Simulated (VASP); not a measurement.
Input of a VASP 6.6.1 run:

INCAR

```
SYSTEM = MgO
PREC = Accurate
ENCUT = 600
EDIFF = 1E-6
ISMEAR = 0
SIGMA = 0.02
LREAL = .FALSE.
LASPH = .TRUE.
NELM = 120
ALGO = Normal
ISIF = 2
LWAVE = .FALSE.
LCHARG = .TRUE.
GGA = PE
IVDW = 12
LELF = .TRUE.
LVHAR = .TRUE.
NBANDS = 11
GGA_COMPAT = .FALSE.
```

KPOINTS

```
regular mesh
0
G
  10 10 10
  0 0 0
```

The input POSCAR:

```
MgO
1.0
    0.0000000000      2.1038565469      2.1038565469
    2.1038565469      0.0000000000      2.1038565469
    2.1038565469      2.1038565469      0.0000000000
Mg O
1 1
Direct
    0.0000000000      0.0000000000      0.0000000000
    0.5000000000      0.5000000000      0.5000000000
```

Potentials or basis: VASP PAW PBE potentials, release 64 (Mg, O).

Run with:

```console
$ cat potpaw_PBE.64/Mg/POTCAR potpaw_PBE.64/O/POTCAR > POTCAR
$ mpirun -np 1 vasp_std > vasp.out
```

**Question.** What does it give for the dispersion energy per atom?

**Answer.** -0.294 eV.

**Question.** Estimate the band gap on the k mesh.

**Answer.** 4.76 eV, direct.

**Question.** Predict the pressure.

**Answer.** -1.0 GPa.

PBE gaps usually lie below the measured ones, often by a third to a half.
